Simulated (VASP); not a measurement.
A run of VASP 6.6.1:

The input INCAR:

```
PREC = Accurate ; ENCUT = 600
EDIFF = 1E-6 ; ISMEAR = -1
SIGMA = 0.02 ; LREAL = False
LASPH = True ; NELM = 80
ALGO = Normal ; ISIF = 3
LWAVE = False ; LCHARG = False
GGA = PE ; IBRION = 2
NSW = 80 ; EDIFFG = -0.005
```

Contents of KPOINTS:

```
Automatic mesh
0
Gamma
  6 6 4
```

The input POSCAR:

```
Lu2AsP
1.0
    4.4150128143      0.0000000000      0.0000000000
    0.0000000000      4.4150128143      0.0000000000
    0.0000000000      0.0000000000      6.2437710000
P Lu As
1 2 1
Direct
    0.0000000000      0.0000000000      0.0000000000
    0.0000000000      0.0000000000      0.5000000000
    0.5000000000      0.5000000000      0.0000000000
    0.5000000000      0.5000000000      0.5000000000
```

Potentials or basis: VASP PAW PBE potentials, release 64 (P, Lu, As).

The run is started by

```bash
$ cat potpaw_PBE.64/P/POTCAR potpaw_PBE.64/Lu/POTCAR potpaw_PBE.64/As/POTCAR > POTCAR
$ mpirun -np 1 vasp_std > vasp.out
```

Hardware: 1 thread of Intel(R) Xeon(R) 6975P-C (Granite Rapids), with other jobs on the host.

Q: Estimate the wall time of this run.

A: Run time: 7.2 min on 1 thread of Intel(R) Xeon(R) 6975P-C (Granite Rapids) (shared host), peak memory 0.36 GiB. Counts: scf iterations 97, k points 30, ion steps 7.
